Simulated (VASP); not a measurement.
# Lu4SiF (P4/mmm) in VASP: a series of runs

The runs below take Lu4SiF through single point, with PBE.

Everything below comes from runs of VASP 6.6.1. Logs are shortened: lines on timing, memory, paths and dates and some standing lists are left out, and cuts for length are marked.

## 1. The cell of the first run

The structure is tetragonal, space group P4/mmm (No. 123). The conventional cell has a = 4.602 Å, b = 4.602 Å, c = 6.888 Å, α = 90.00°, β = 90.00°, γ = 90.00°. Within 3.8 Å of Lu (site symmetry 2mm) lie 2 Si at 2.86 Å and 2 F at 2.89 Å and 6 Lu at 3.25 to 3.48 Å. Si (site symmetry 4/mmm) has 8 Lu at 2.86 Å and 2 F at 3.44 Å within 3.8 Å. F (site symmetry 4/mmm) has 8 Lu at 2.89 Å and 2 Si at 3.44 Å within 3.8 Å.

The cell was built from a structure type or drawn by symmetry, and may not be a known phase.

## 2. Single point, PBE

Input file INCAR:

```
SYSTEM = Lu4SiF
ALGO = Normal ; EDIFF = 1E-7
ENCUT = 520 ; GGA = PE
ISIF = 2 ; ISMEAR = 0
LASPH = .TRUE. ; LCHARG = .TRUE.
LELF = .TRUE. ; LREAL = .FALSE.
LVHAR = .TRUE. ; LWAVE = .FALSE.
NBANDS = 64 ; NELM = 100
PREC = Accurate ; SIGMA = 0.1
```

Input file KPOINTS:

```
k-points
0
G
  8 8 6
  0 0 0
```

Input file POSCAR:

```
Lu4SiF
1.0
    4.6024125832      0.0000000000      0.0000000000
    0.0000000000      4.6024125832      0.0000000000
    0.0000000000      0.0000000000      6.8875785227
Lu Si F
4 1 1
Direct
    0.0000000000      0.5000000000      0.2472261599
    0.5000000000      0.0000000000      0.2472261599
    0.0000000000      0.5000000000      0.7527738401
    0.5000000000      0.0000000000      0.7527738401
    0.0000000000      0.0000000000      0.0000000000
    0.0000000000      0.0000000000      0.5000000000
```

Potentials or basis: VASP PAW PBE potentials, release 64 (Lu, Si, F).

On the command line:

```sh
$ cat potpaw_PBE.64/Lu/POTCAR potpaw_PBE.64/Si/POTCAR potpaw_PBE.64/F/POTCAR > POTCAR
$ mpirun -np 1 vasp_std > vasp.out
```

OUTCAR:

```text
SYSTEM = Lu4SiF
   EDIFF = 1E-7
   ENCUT = 520
   GGA = PE
   ISIF = 2
   ISMEAR = 0
   LASPH = .TRUE.
   LREAL = .FALSE.
   NELM = 100
   PREC = Accurate

 ion  position               nearest neighbor table
   1  0.000  0.500  0.247-   5 2.86   5 2.86   2 3.25   2 3.25   2 3.25   2 3.25   3 3.41   3 3.48

   2  0.500  0.000  0.247-   5 2.86   5 2.86   1 3.25   1 3.25   1 3.25   1 3.25   4 3.41   4 3.48

   3  0.000  0.500  0.753-   5 2.86   5 2.86   4 3.25   4 3.25   4 3.25   4 3.25   1 3.41   1 3.48

   4  0.500  0.000  0.753-   5 2.86   5 2.86   3 3.25   3 3.25   3 3.25   3 3.25   2 3.41   2 3.48

   5  0.000  0.000  0.000-   1 2.86   2 2.86   3 2.86   4 2.86   1 2.86   3 2.86   2 2.86   4 2.86

   6  0.000  0.000  0.500-

  LATTYP: Found a simple tetragonal cell.
 ALAT       =     4.6024125832
 C/A-ratio  =     1.4965147948

  Lattice vectors:

 A1 = (   4.6024125832,   0.0000000000,   0.0000000000)
 A2 = (   0.0000000000,   4.6024125832,   0.0000000000)
 A3 = (   0.0000000000,   0.0000000000,   6.8875785227)

Analysis of symmetry for initial positions (statically):
=====================================================================
 Subroutine PRICEL returns:
 Original cell was already a primitive cell.

 Routine SETGRP: Setting up the symmetry group for a
 simple tetragonal supercell.

 Subroutine GETGRP returns: Found 16 space group operations
 (whereof 16 operations were pure point group operations)
 out of a pool of 16 trial point group operations.

The static configuration has the point symmetry D_4h.

Analysis of symmetry for dynamics (positions and initial velocities):
=====================================================================
 Subroutine PRICEL returns:
 Original cell was already a primitive cell.

 Routine SETGRP: Setting up the symmetry group for a
 simple tetragonal supercell.

 Subroutine GETGRP returns: Found 16 space group operations
 (whereof 16 operations were pure point group operations)
 out of a pool of 16 trial point group operations.

The dynamic configuration has the point symmetry D_4h.

 Subroutine INISYM returns: Found 16 space group operations
 (whereof 16 operations are pure point group operations),
 and found     1 'primitive' translations

----------------------------------------------------------------------------------------

[... 101 lines left out ...]
   LREAL  =      F    real-space projection
   EDIFFG = 0.1E-05   stopping-criterion for IOM
   NSW    =      0    number of steps for IOM
   IBRION =     -1    ionic relax: 0-MD 1-quasi-New 2-CG
   NFREE  =      0    steps in history (QN), initial steepest desc. (CG)
   ISIF   =      2    stress and relaxation
   ISYM   =      2    0-nonsym 1-usesym 2-fastsym
   POTIM  = 0.5000    time-step for ionic-motion
   TEBEG  =    0.0;   TEEND  =   0.0 temperature during run
   PSTRESS=    0.0 pullay stress
   NELECT =     111.0000    total number of electrons
   NUPDOWN=      -1.0000    fix difference up-down
   EMIN   =  10.00;   EMAX   =-10.00  energy-range for DOS
   EFERMI =   0.00;   METHOD = LEGACY
   ISMEAR =     0;   SIGMA  =   0.10  broadening in eV -4-tet -1-fermi 0-gaus
   EFERMI_NEDOS =   21; number of points for ismear=-14 and -15
   IALGO  =     38    algorithm
   IMIX   =      4    mixing-type and parameters
     AMIX     =   0.40;   BMIX     =  1.00
     AMIX_MAG =   1.60;   BMIX_MAG =  1.00
  volume/ion in A,a.u.               =      24.32       164.09
  Fermi-wavevector in a.u.,A,eV,Ry     =   1.494525  2.824243 30.390053  2.233606
  Thomas-Fermi vector in A             =   2.606787
   LORBIT       =      0    0 simple, 1 ext, 2 COOP (PROOUT), +10 PAW based schemes
   GGA     = PE    functional components
   LHFCALC =     F    Hartree Fock is set to
   AEXX    =    0.0000 exact exchange contribution
   IVDW    =     0    specifies the selected vdW correction
   LEPSILON=     F    determine dielectric tensor
   LRPA    =     F    only Hartree local field effects (RPA)
 non-spin polarized calculation
 Gauss-broadening in eV      SIGMA  =   0.10
  energy-cutoff  :      520.00
  volume of cell :      145.89
 maximum number of plane-waves:      3957
 NGX is ok and might be reduce to    36
   NGX = 17   NGY = 17   NGZ = 25

 number of electron     111.0000055 magnetization

 Free energy of the ion-electron system (eV)
  ---------------------------------------------------
  ext. energy  EPLUGINS =         0.00000000
  ---------------------------------------------------
  free energy    TOTEN  =       -28.26559952 eV

  energy without entropy =      -28.23108623  energy(sigma->0) =      -28.24834287

 E-fermi :   2.9913     XC(G=0): -10.3975

 val. band max:        2.9817970076   @ k =   0.2500   0.1250   0.1667
 cond. band min:       2.9939410090   @ k =   0.1250   0.0000   0.5000
 fundamental gap:      0.0121440014
 Fermi energy:         2.9913252456

 k-point     1 :       0.0000    0.0000    0.0000
  band No.  band energies     occupation
      1     -53.7146      2.00000
      2     -53.7040      2.00000
      3     -53.6713      2.00000
      4     -53.6612      2.00000
      5     -24.6131      2.00000
      6     -24.5611      2.00000
[... 1597 lines left out ...]
     63       5.1465      0.00000
     64       5.8047      0.00000

 [... further k-points ...]

------------------------ aborting loop because EDIFF is reached ----------------------------------------

  FORCE on cell =-STRESS in cart. coord.  units (eV):
  Direction    XX          YY          ZZ          XY          YZ          ZX
  --------------------------------------------------------------------------------------
  -------------------------------------------------------------------------------------
  Total        0.1026225      0.1026225      0.0579944      0.0000000     -0.0000000      0.0000000
  in kB        1.1269782      1.1269782      0.6368818      0.0000000     -0.0000000      0.0000000
  external PRESSURE =       0.9636127 kB  Pullay stress =       0.0000000 kB

 VOLUME and BASIS-vectors are now :
 -----------------------------------------------------------------------------
  energy-cutoff  :      520.00
  volume of cell :      145.89
      direct lattice vectors                 reciprocal lattice vectors
     4.602412583  0.000000000  0.000000000     0.217277348  0.000000000  0.000000000
     0.000000000  4.602412583  0.000000000     0.000000000  0.217277348  0.000000000
     0.000000000  0.000000000  6.887578523     0.000000000  0.000000000  0.145188907

 POSITION                                       TOTAL-FORCE (eV/Angst)
 -----------------------------------------------------------------------------------
      0.00000      2.30121      1.70279         0.000000     -0.000000      0.008582
      2.30121      0.00000      1.70279         0.000000      0.000000      0.008582
      0.00000      2.30121      5.18479         0.000000      0.000000     -0.008582
      2.30121      0.00000      5.18479        -0.000000     -0.000000     -0.008582
      0.00000      0.00000      0.00000         0.000000     -0.000000     -0.000000
      0.00000      0.00000      3.44379         0.000000     -0.000000     -0.000000
 -----------------------------------------------------------------------------------
    total drift:                                0.000000      0.000000     -0.000000

  FREE ENERGIE OF THE ION-ELECTRON SYSTEM (eV)
  ---------------------------------------------------
  free  energy   TOTEN  =       -28.2655995169 eV

  energy  without entropy=      -28.2310862303  energy(sigma->0) =      -28.24834287
```

OSZICAR:

```text
N       E                     dE             d eps       ncg     rms          rms(c)
DAV:   1     0.148158451615E+04    0.14816E+04   -0.33789E+04 11136   0.557E+03
DAV:   2     0.253073162287E+03   -0.12285E+04   -0.11665E+04 10624   0.133E+03
DAV:   3     0.104915571257E+02   -0.24258E+03   -0.23441E+03  8808   0.317E+02
DAV:   4    -0.271552651662E+02   -0.37647E+02   -0.36618E+02 10440   0.940E+01
DAV:   5    -0.303781384781E+02   -0.32229E+01   -0.31698E+01 11992   0.241E+01    0.107E+01
DAV:   6    -0.282575705284E+02    0.21206E+01   -0.97991E+00 11560   0.281E+01    0.449E+00
DAV:   7    -0.282742621214E+02   -0.16692E-01   -0.23815E+00 10144   0.646E+00    0.179E+00
DAV:   8    -0.282640549202E+02    0.10207E-01   -0.27297E-01 10848   0.299E+00    0.764E-01
DAV:   9    -0.282645507294E+02   -0.49581E-03   -0.39662E-02 10720   0.867E-01    0.297E-01
DAV:  10    -0.282652539548E+02   -0.70323E-03   -0.84955E-03 12256   0.556E-01    0.182E-01
DAV:  11    -0.282655625948E+02   -0.30864E-03   -0.11423E-03 12104   0.255E-01    0.665E-02
DAV:  12    -0.282656052706E+02   -0.42676E-04   -0.68648E-04 10808   0.160E-01    0.325E-02
DAV:  13    -0.282656050490E+02    0.22155E-06   -0.22591E-04 12144   0.101E-01    0.172E-02
DAV:  14    -0.282656006261E+02    0.44230E-05   -0.42238E-05  9792   0.429E-02    0.979E-03
DAV:  15    -0.282655996681E+02    0.95797E-06   -0.11887E-05 11400   0.137E-02    0.234E-03
DAV:  16    -0.282655995930E+02    0.75128E-07   -0.19036E-06  7200   0.585E-03    0.750E-04
DAV:  17    -0.282655995169E+02    0.76059E-07   -0.11142E-07  5976   0.182E-03
   1 F= -.28265600E+02 E0= -.28248343E+02  d E =-.345133E-01
```

stdout:

```text
POSCAR found type information on POSCAR LuSiF
 POSCAR found :  3 types and       6 ions
 scaLAPACK will be used
 LDA part: xc-table for (Slater+PW92), standard interpolation
 POSCAR, INCAR and KPOINTS ok, starting setup
 FFT: planning ... GRIDC
 FFT: planning ... GRID_SOFT
 FFT: planning ... GRID
 WAVECAR not read
 entering main loop
```

Run time: 11 min. Hardware: 1 thread of Intel Xeon Platinum 8259CL at 2.50GHz (Skylake/Cascade Lake), shared host; peak memory 0.56 GiB.

What came out:

| Quantity | Value |
| --- | --- |
| Free energy | -28.2656 eV |
| Pressure | 0.1 GPa |
| Largest force | 0.009 eV/Å |
| Band gap on the k mesh | zero (an odd number of electrons rules out a gap without spin polarisation) |

Forces on the atoms (eV/Å):
```
Lu   0.000  0.000  0.009
Lu   0.000  0.000  0.009
Lu   0.000  0.000 -0.009
Lu   0.000  0.000 -0.009
Si   0.000  0.000  0.000
F    0.000  0.000  0.000
```

Caveat: spin-orbit coupling is left out, which moves the levels of the heavy elements; an odd number of electrons without spin polarisation forces a metal; a magnetic or distorted state may lie lower.

[end of part 1 of 2]
